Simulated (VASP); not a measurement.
Input of a VASP 6.6.1 run:

The input INCAR:

```
SYSTEM = Sn
  PREC = Accurate
  ENCUT = 520
  EDIFF = 1E-7
  ISMEAR = -1
  SIGMA = 0.05
  LREAL = .FALSE.
  LASPH = .TRUE.
  NELM = 80
  ALGO = Normal
  ISIF = 2
  LWAVE = .FALSE.
  LCHARG = .FALSE.
  NBANDS = 21
```

Contents of KPOINTS:

```
Automatic mesh
0
G
  5 5 5
  0 0 0
```

Contents of POSCAR:

```
Sn
1.0
   -2.9401404553      2.9401404553      1.5993019889
    2.9401404553     -2.9401404553      1.5993019889
    2.9401404553      2.9401404553     -1.5993019889
Sn
2
Direct
    0.0000000000      0.0000000000      0.0000000000
    0.7500000000      0.2500000000      0.5000000000
```

Potentials or basis: VASP PAW LDA potentials, release 64 (Sn_d).

Command:

```bash
$ cat potpaw_LDA.64/Sn_d/POTCAR > POTCAR
$ mpirun -np 1 vasp_std > vasp.out
```

(1) Predict the pressure.

(2) Predict the band gap on the k mesh.

## Answers

(1) -2.4 GPa.

(2) zero (band 14 reaches 8.79 eV, above the bottom of band 15 at 6.35 eV).

Caveat: the k points lie up to 0.45 Å⁻¹ apart; spin-orbit coupling is left out, which moves the levels of the heavy elements.
